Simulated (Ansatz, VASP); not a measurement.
# BeCdRe: VASP beside Ansatz

File INCAR:

```
SYSTEM = BeCdRe
ALGO = Fast
EDIFF = 1E-7
EDIFFG = -0.01
ENCUT = 600
GGA = PE
IBRION = 2
ISIF = 3
ISMEAR = 0
LASPH = .True.
LCHARG = .False.
LREAL = .False.
LWAVE = .False.
NELM = 60
NSW = 100
PREC = Accurate
SIGMA = 0.1
```

File KPOINTS:

```
k-points
0
Gamma
  10 10 6
  0 0 0
```

The input POSCAR:

```
BeCdRe
1.0
    3.6915248694      0.0000000000      0.0000000000
    0.0000000000      3.6915248694      0.0000000000
    0.0000000000      0.0000000000      6.7586310140
Be Cd Re
2 2 2
Direct
    0.5000000000      0.0000000000      0.2410473857
    0.0000000000      0.5000000000      0.7589526143
    0.5000000000      0.0000000000      0.6312967903
    0.0000000000      0.5000000000      0.3687032097
    0.0000000000      0.0000000000      0.0000000000
    0.5000000000      0.5000000000      0.0000000000
```

Input for Ansatz:

```yaml
crystal:
  lattice:
    - [3.6915248694, 0.0, 0.0]
    - [0.0, 3.6915248694, 0.0]
    - [0.0, 0.0, 6.758631014]
  atoms:
    - { symbol: Be, position: [0.5, 0.0, 0.2410473857] }
    - { symbol: Be, position: [0.0, 0.5, 0.7589526143] }
    - { symbol: Cd, position: [0.5, 0.0, 0.6312967903] }
    - { symbol: Cd, position: [0.0, 0.5, 0.3687032097] }
    - { symbol: Re, position: [0.0, 0.0, 0.0] }
    - { symbol: Re, position: [0.5, 0.5, 0.0] }
basis:
  ecutwfc: 420
kpoints:
  mp_grid: { grid: [10, 10, 6] }
hamiltonian:
  xc: pbe
scf:
  occupations: { method: gaussian, width: 0.1 }
output:
  forces: true
  stress: true
  eigenvalues: true
relax:
  adjacent_minimum: "off"
  f_tol: 0.01
  max_steps: 80
  cell: { stress_tol: 0.05 }
```

Alike in both runs: task relaxation of cell and atoms; functional PBE; k mesh 10 × 10 × 6; occupations gaussian, width 0.1 eV; no spin polarisation.

|  | VASP | Ansatz |
| --- | --- | --- |
| version | VASP 6.6.1 | Ansatz 0.2.0 |
| potentials or method | VASP PAW PBE potentials, release 64 (Be, Cd, Re), cutoff 600 eV | scalar-relativistic, plane waves, PAW |
| valence electrons in the cell | 42 | 74 |

|  | VASP | Ansatz | Ansatz less VASP |
| --- | --- | --- | --- |
| gap on the k mesh at the Fermi level, each at its own relaxed structure (eV) | none | none | - |
| relaxed volume (Å³/atom) | 15.42 | 15.41 | -0.011 |
| relaxed length of the cell vector where the two differ most in proportion (Å) | 6.779 | 6.763 | -0.0157 |

A gap of «none» marks a metal or a gap that the smearing closes. VASP's potentials hold 42 valence electrons a cell and Ansatz's 74, so a difference there can come from the potentials and not from the codes.

Neither program's run includes spin-orbit coupling.
